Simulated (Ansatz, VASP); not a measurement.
## One calculation of Be, two programs

```xyz
1
Lattice="0.0000 1.5272 1.5272 1.5272 0.0000 1.5272 1.5272 1.5272 0.0000" Properties=species:S:1:pos:R:3 pbc="T T T"
Be    0.0000    0.0000    0.0000
```

Alike in both runs: task single point; functional RPBE; k mesh 19 × 19 × 19; occupations fermi-dirac, width 0.1 eV; no spin polarisation.

```csv
,VASP,Ansatz
version,VASP 6.6.1,Ansatz 0.2.0
potentials or method,"VASP PAW PBE potentials, release 64 (Be), cutoff 520 eV","plane waves (420 eV) with PAW, scalar-relativistic"
valence electrons in the cell,2,2
```

|  | VASP | Ansatz | Ansatz less VASP |
| --- | --- | --- | --- |
| pressure (GPa) | 18.2 | 18.2 | -0.05 |

VASP's potentials were made for PBE, not for RPBE.
